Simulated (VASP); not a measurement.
# VH2 (Fm-3m) in VASP: a series of runs

VH2 is run at these levels: LDA; tasks: electric field gradients.

Program: VASP 6.6.1. These are calculated values, not measurements. Logs are shortened: lines on timing, memory, paths and dates and some standing lists are left out, and cuts for length are marked.

### Step 1. The cell of the first run

It takes space group Fm-3m (No. 225, cubic). Conventional cell: a = 3.390 Å, b = 3.390 Å, c = 3.390 Å, α = 90.00°, β = 90.00°, γ = 90.00°. V (site symmetry m-3m) has 8 H at 1.47 Å within 2.0 Å. Within 2.0 Å of H (site symmetry -43m) lie 4 V at 1.47 Å and 6 H at 1.69 Å.

### Step 2. Electric field gradients, LDA, collinear spin, ferromagnetic start (3.25 Å³/atom)

The input, INCAR:

```
PREC = Accurate
ENCUT = 520
EDIFF = 1E-8
ISMEAR = -1
SIGMA = 0.05
LREAL = False
LASPH = True
NELM = 150
ALGO = Normal
ISIF = 2
LWAVE = False
LCHARG = False
ISPIN = 2
MAGMOM = 1.5 0 0
LORBIT = 11
LMAXMIX = 4
GGA = CA
LEFG = True
NBANDS = 18
```

The input, KPOINTS:

```
Automatic mesh
0
Gamma
  15 15 15
```

The input, POSCAR:

```
VH2
1.0
    0.0000000000      1.6949474732      1.6949474732
    1.6949474732      0.0000000000      1.6949474732
    1.6949474732      1.6949474732      0.0000000000
V H
1 2
Direct
    0.0000000000      0.0000000000      0.0000000000
    0.2500000000      0.2500000000      0.2500000000
    0.7500000000      0.7500000000      0.7500000000
```

Potentials or basis: VASP PAW LDA potentials, release 64 (V_sv, H).

The run is started by

```sh
$ cat potpaw_LDA.64/V_sv/POTCAR potpaw_LDA.64/H/POTCAR > POTCAR
$ mpirun -np 1 vasp_std > vasp.out
```

OUTCAR:

```text
PREC = Accurate
   ENCUT = 520
   EDIFF = 1E-8
   ISMEAR = -1
   LREAL = False
   LASPH = True
   NELM = 150
   ISIF = 2
   ISPIN = 2
   LORBIT = 11
   GGA = CA

 ion  position               nearest neighbor table
   1  0.000  0.000  0.000-   3 1.47   3 1.47   3 1.47   2 1.47   3 1.47   2 1.47   2 1.47   2 1.47

   2  0.250  0.250  0.250-   1 1.47   1 1.47   1 1.47   1 1.47
   3  0.750  0.750  0.750-   1 1.47   1 1.47   1 1.47   1 1.47

  LATTYP: Found a face centered cubic cell.
 ALAT       =     3.3898949464

  Lattice vectors:

 A1 = (   0.0000000000,   1.6949474732,   1.6949474732)
 A2 = (   1.6949474732,   0.0000000000,   1.6949474732)
 A3 = (   1.6949474732,   1.6949474732,   0.0000000000)

Analysis of symmetry for initial positions (statically):
=====================================================================
 Subroutine PRICEL returns:
 Original cell was already a primitive cell.

 Routine SETGRP: Setting up the symmetry group for a
 face centered cubic supercell.

 Subroutine GETGRP returns: Found 48 space group operations
 (whereof 48 operations were pure point group operations)
 out of a pool of 48 trial point group operations.

The static configuration has the point symmetry O_h .

Analysis of symmetry for dynamics (positions and initial velocities):
=====================================================================
 Subroutine PRICEL returns:
 Original cell was already a primitive cell.

 Routine SETGRP: Setting up the symmetry group for a
 face centered cubic supercell.

 Subroutine GETGRP returns: Found 48 space group operations
 (whereof 48 operations were pure point group operations)
 out of a pool of 48 trial point group operations.

The dynamic configuration has the point symmetry O_h .

Analysis of structural, dynamic, and magnetic symmetry:
=====================================================================
 Subroutine PRICEL returns:
 Original cell was already a primitive cell.

 Routine SETGRP: Setting up the symmetry group for a
 face centered cubic supercell.

 Subroutine GETGRP returns: Found 48 space group operations
 (whereof 48 operations were pure point group operations)
 out of a pool of 48 trial point group operations.

The overall configuration has the point symmetry O_h .

 Subroutine INISYM returns: Found 48 space group operations
 (whereof 48 operations are pure point group operations),
 and found     1 'primitive' translations

----------------------------------------------------------------------------------------

                                     Primitive cell

  volume of cell :       9.7386

  direct lattice vectors                    reciprocal lattice vectors
     0.000000000  1.694947473  1.694947473    -0.294994392  0.294994392  0.294994392
     1.694947473  0.000000000  1.694947473     0.294994392 -0.294994392  0.294994392
     1.694947473  1.694947473  0.000000000     0.294994392  0.294994392 -0.294994392

  length of vectors
     2.397017704  2.397017704  2.397017704     0.510945276  0.510945276  0.510945276

  position of ions in fractional coordinates (direct lattice)
     0.000000000  0.000000000  0.000000000
     0.250000000  0.250000000  0.250000000
     0.750000000  0.750000000  0.750000000

  ion indices of the primitive-cell ions
   primitive index   ion index
                 1           1
                 2           2
                 3           3

----------------------------------------------------------------------------------------

 KPOINTS: Automatic mesh

Automatic generation of k-mesh.
 Grid dimensions read from file:
 generate k-points for:   15   15   15

[... 68 lines left out ...]
   NFREE  =      0    steps in history (QN), initial steepest desc. (CG)
   ISIF   =      2    stress and relaxation
   ISYM   =      2    0-nonsym 1-usesym 2-fastsym
   POTIM  = 0.5000    time-step for ionic-motion
   TEBEG  =    0.0;   TEEND  =   0.0 temperature during run
   PSTRESS=    0.0 pullay stress
   NELECT =      15.0000    total number of electrons
   NUPDOWN=      -1.0000    fix difference up-down
   EMIN   =  10.00;   EMAX   =-10.00  energy-range for DOS
   EFERMI =   0.00;   METHOD = LEGACY
   ISMEAR =    -1;   SIGMA  =   0.05  broadening in eV -4-tet -1-fermi 0-gaus
   EFERMI_NEDOS =   21; number of points for ismear=-14 and -15
   IALGO  =     38    algorithm
   IMIX   =      4    mixing-type and parameters
     AMIX     =   0.40;   BMIX     =  1.00
     AMIX_MAG =   1.60;   BMIX_MAG =  1.00
  volume/ion in A,a.u.               =       3.25        21.91
  Fermi-wavevector in a.u.,A,eV,Ry     =   1.890626  3.572765 48.633583  3.574467
  Thomas-Fermi vector in A             =   2.931951
   LORBIT       =     11    0 simple, 1 ext, 2 COOP (PROOUT), +10 PAW based schemes
   GGA     = CA    functional components
   LHFCALC =     F    Hartree Fock is set to
   AEXX    =    0.0000 exact exchange contribution
   IVDW    =     0    specifies the selected vdW correction
   LEPSILON=     F    determine dielectric tensor
   LRPA    =     F    only Hartree local field effects (RPA)
 spin polarized calculation
  energy-cutoff  :      520.00
  volume of cell :        9.74
 maximum number of plane-waves:       274
 NGX is ok and might be reduce to    18
   NGX =  9   NGY =  9   NGZ =  9

 number of electron      15.0000009 magnetization       0.0000589

 number of electron      15.0000009 magnetization      -0.0001606

 Free energy of the ion-electron system (eV)
  ---------------------------------------------------
  ext. energy  EPLUGINS =         0.00000000
  ---------------------------------------------------
  free energy    TOTEN  =       -11.95326402 eV

  energy without entropy =      -11.94725448  energy(sigma->0) =      -11.95025925

 E-fermi :  17.7051     XC(G=0): -16.3420

 val. band max:       17.6926961868   @ k =  -0.4000   0.2667   0.0667
 cond. band min:      17.7197154589   @ k =   0.2667   0.2000   0.0667
 fundamental gap:      0.0270192721
 Fermi energy:        17.7051074943

 spin component 1

 k-point     1 :       0.0000    0.0000    0.0000
  band No.  band energies     occupation
      1     -46.3336      1.00000
      2     -18.9643      1.00000
      3     -18.9643      1.00000
      4     -18.9643      1.00000
      5       3.2007      1.00000
      6      15.5002      1.00000
[... 493 lines left out ...]
     17      51.7168      0.00000
     18      52.6539      0.00000

 [... further k-points ...]

 spin component 2

 k-point     1 :       0.0000    0.0000    0.0000
  band No.  band energies     occupation
      1     -46.3338      1.00000
      2     -18.9645      1.00000
      3     -18.9645      1.00000
      4     -18.9645      1.00000
      5       3.2007      1.00000
      6      15.5002      1.00000
[... 493 lines left out ...]
     17      51.7168      0.00000
     18      52.6539      0.00000

 [... further k-points ...]

------------------------ aborting loop because EDIFF is reached ----------------------------------------

  FORCE on cell =-STRESS in cart. coord.  units (eV):
  Direction    XX          YY          ZZ          XY          YZ          ZX
  --------------------------------------------------------------------------------------
  -------------------------------------------------------------------------------------
  Total       23.8120638     23.8120638     23.8120638      0.0000000      0.0000000      0.0000000
  in kB     3917.4989929   3917.4989929   3917.4989929      0.0000000      0.0000000      0.0000000
  external PRESSURE =    3917.4989929 kB  Pullay stress =       0.0000000 kB

 VOLUME and BASIS-vectors are now :
 -----------------------------------------------------------------------------
  energy-cutoff  :      520.00
  volume of cell :        9.74
      direct lattice vectors                 reciprocal lattice vectors
     0.000000000  1.694947473  1.694947473    -0.294994392  0.294994392  0.294994392
     1.694947473  0.000000000  1.694947473     0.294994392 -0.294994392  0.294994392
     1.694947473  1.694947473  0.000000000     0.294994392  0.294994392 -0.294994392

 POSITION                                       TOTAL-FORCE (eV/Angst)
 -----------------------------------------------------------------------------------
      0.00000      0.00000      0.00000         0.000000     -0.000000      0.000000
      0.84747      0.84747      0.84747         0.000000      0.000000      0.000000
      2.54242      2.54242      2.54242        -0.000000      0.000000     -0.000000
 -----------------------------------------------------------------------------------
    total drift:                                0.000000      0.000000     -0.000000

  FREE ENERGIE OF THE ION-ELECTRON SYSTEM (eV)
  ---------------------------------------------------
  free  energy   TOTEN  =       -11.9532640235 eV

  energy  without entropy=      -11.9472544753  energy(sigma->0) =      -11.95025925

 Electric field gradients (V/A^2)
---------------------------------------------------------------------
 ion       V_xx      V_yy      V_zz      V_xy      V_xz      V_yz
---------------------------------------------------------------------
   1      -0.000    -0.000     0.000     0.001     0.001     0.001
   2       0.000    -0.000    -0.000    -0.001    -0.001    -0.001
   3       0.000     0.000    -0.000    -0.001    -0.001    -0.001
---------------------------------------------------------------------

 Electric field gradients after diagonalization (V/A^2)
 (convention: |V_zz| > |V_xx| > |V_yy|)
----------------------------------------------------------------------
 ion       V_xx      V_yy      V_zz     asymmetry (V_yy - V_xx)/ V_zz
----------------------------------------------------------------------
   1      -0.001    -0.001     0.002       0.000
   2       0.001     0.001    -0.003       0.000
   3       0.001     0.001    -0.003       0.000
----------------------------------------------------------------------

           NMR quadrupolar parameters

 Cq : quadrupolar parameter    Cq=e*Q*V_zz/h
 eta: asymmetry parameters     (V_yy - V_xx)/ V_zz
 Q  : nuclear electric quadrupole moment in mb (millibarn)
----------------------------------------------------------------------
 ion       Cq(MHz)       eta       Q (mb)
----------------------------------------------------------------------
   1       0.000       0.000       1.000
   2      -0.000       0.000       1.000
   3      -0.000       0.000       1.000
----------------------------------------------------------------------

 total charge

# of ion       s       p       d       tot
------------------------------------------
    1        2.481   6.717   4.444  13.642
    2        0.782   0.105   0.000   0.886
    3        0.782   0.105   0.000   0.886
--------------------------------------------------
tot          4.045   6.926   4.444  15.414

 magnetization (x)

# of ion       s       p       d       tot
------------------------------------------
    1       -0.000  -0.000  -0.000  -0.000
    2        0.000  -0.000   0.000   0.000
    3        0.000  -0.000   0.000   0.000
--------------------------------------------------
tot          0.000  -0.000  -0.000  -0.000
```

It took 76 s on 1 thread of Intel Xeon 8259CL, shared host; peak memory 0.14 GiB.

What came out:

```
Free energy                             : -11.9533 eV
Pressure                                : 391.7 GPa
Net moment                              : 0.00 μB per cell
Largest electric field gradient by atom : zero within the noise of the run
```

Caveat: the cell stands under pressure.

### Step 3. Electric field gradients, LDA, collinear spin, ferromagnetic start (3.57 Å³/atom)

This run uses another cell than the first one, of 3.57 Å³/atom.

The input, INCAR:

```
  ALGO = Normal
  EDIFF = 1E-8
  ENCUT = 520
  GGA = CA
  ISIF = 2
  ISMEAR = -1
  ISPIN = 2
  LASPH = T
  LCHARG = F
  LEFG = T
  LMAXMIX = 4
  LORBIT = 11
  LREAL = F
  LWAVE = F
  MAGMOM = 1.5 0 0
  NBANDS = 18
  NELM = 150
  PREC = Accurate
  SIGMA = 0.05
```

The input, KPOINTS:

```
k-points
0
Gamma
  15 15 15
```

The input, POSCAR:

```
VH2
1.0
    0.0000000000      1.7496605734      1.7496605734
    1.7496605734      0.0000000000      1.7496605734
    1.7496605734      1.7496605734      0.0000000000
V H
1 2
Direct
    0.0000000000      0.0000000000      0.0000000000
    0.2500000000      0.2500000000      0.2500000000
    0.7500000000      0.7500000000      0.7500000000
```

Potentials or basis: VASP PAW LDA potentials, release 64 (V_sv, H).

The run is started by

```sh
$ cat potpaw_LDA.64/V_sv/POTCAR potpaw_LDA.64/H/POTCAR > POTCAR
$ mpirun -np 1 vasp_std > vasp.out
```

OUTCAR:

```text
EDIFF = 1E-8
   ENCUT = 520
   GGA = CA
   ISIF = 2
   ISMEAR = -1
   ISPIN = 2
   LASPH = T
   LORBIT = 11
   LREAL = F
   NELM = 150
   PREC = Accurate

 ion  position               nearest neighbor table
   1  0.000  0.000  0.000-   3 1.52   3 1.52   3 1.52   2 1.52   3 1.52   2 1.52   2 1.52   2 1.52

   2  0.250  0.250  0.250-   1 1.52   1 1.52   1 1.52   1 1.52
   3  0.750  0.750  0.750-   1 1.52   1 1.52   1 1.52   1 1.52

  LATTYP: Found a face centered cubic cell.
 ALAT       =     3.4993211468

  Lattice vectors:

 A1 = (   0.0000000000,   1.7496605734,   1.7496605734)
 A2 = (   1.7496605734,   0.0000000000,   1.7496605734)
 A3 = (   1.7496605734,   1.7496605734,   0.0000000000)

Analysis of symmetry for initial positions (statically):
=====================================================================
 Subroutine PRICEL returns:
 Original cell was already a primitive cell.

 Routine SETGRP: Setting up the symmetry group for a
 face centered cubic supercell.

 Subroutine GETGRP returns: Found 48 space group operations
 (whereof 48 operations were pure point group operations)
[... 1234 lines left out ...]

  energy  without entropy=      -13.9500202488  energy(sigma->0) =      -13.95319269

 Electric field gradients (V/A^2)
---------------------------------------------------------------------
 ion       V_xx      V_yy      V_zz      V_xy      V_xz      V_yz
---------------------------------------------------------------------
   1      -0.000     0.000    -0.000     0.001     0.001     0.001
   2      -0.000    -0.000    -0.000    -0.003    -0.003    -0.003
   3      -0.000    -0.000    -0.000    -0.003    -0.003    -0.003
---------------------------------------------------------------------

 Electric field gradients after diagonalization (V/A^2)
 (convention: |V_zz| > |V_xx| > |V_yy|)
----------------------------------------------------------------------
 ion       V_xx      V_yy      V_zz     asymmetry (V_yy - V_xx)/ V_zz
----------------------------------------------------------------------
   1      -0.001    -0.001     0.001       0.000
   2       0.003     0.003    -0.005       0.000
   3       0.003     0.003    -0.005       0.000
----------------------------------------------------------------------

           NMR quadrupolar parameters

 Cq : quadrupolar parameter    Cq=e*Q*V_zz/h
 eta: asymmetry parameters     (V_yy - V_xx)/ V_zz
 Q  : nuclear electric quadrupole moment in mb (millibarn)
----------------------------------------------------------------------
 ion       Cq(MHz)       eta       Q (mb)
----------------------------------------------------------------------
   1       0.000       0.000       1.000
   2      -0.000       0.000       1.000
   3      -0.000       0.000       1.000
----------------------------------------------------------------------

 total charge

# of ion       s       p       d       tot
------------------------------------------
    1        2.424   6.613   4.175  13.212
    2        0.745   0.086   0.000   0.831
    3        0.745   0.086   0.000   0.831
--------------------------------------------------
tot          3.914   6.784   4.175  14.873

 magnetization (x)

# of ion       s       p       d       tot
------------------------------------------
    1        0.000  -0.000  -0.000  -0.000
    2        0.000  -0.000   0.000   0.000
    3        0.000  -0.000   0.000   0.000
--------------------------------------------------
tot          0.000  -0.000  -0.000  -0.000
```

stdout:

```text
POSCAR found type information on POSCAR V H
 POSCAR found :  2 types and       3 ions
 scaLAPACK will be used
 LDA part: xc-table for (Slater(with rela. corr.)+CA(PZ))
 , standard interpolation
 POSCAR, INCAR and KPOINTS ok, starting setup
 FFT: planning ... GRIDC
 FFT: planning ... GRID_SOFT
 FFT: planning ... GRID
 WAVECAR not read
 entering main loop
ion   1

ion   2

ion   3
```

It took 80 s on 1 thread of Intel Xeon 8259CL, shared host; peak memory 0.15 GiB.

What came out:

```yaml
Free_energy: -13.9564 eV
Pressure: 273.2 GPa
Net_moment: 0.00 μB per cell
Largest_electric_field_gradient_by_atom: zero within the noise of the run
Valence_electrons_inside_the_program's_atomic_spheres: V 13.21; H 0.83
```

Levels at points of the mesh, in eV from the Fermi level:
Spin up:
| k point | band 5 | band 6 | band 7 | band 8 | band 9 | band 10 | band 11 | band 12 |
| --- | --- | --- | --- | --- | --- | --- | --- | --- |
| (0.00, 0.00, 0.00) | -14.30 | -1.97 | -1.97 | -1.97 | 1.64 | 1.64 | 1.95 | 22.01 |
Spin down:
```csv
k point,band 5,band 6,band 7,band 8,band 9,band 10,band 11,band 12
"(0.00, 0.00, 0.00)",-14.30,-1.97,-1.97,-1.97,1.64,1.64,1.95,22.01
```

Caveat: the cell stands under pressure.

(Continued in part 2 of 2.)
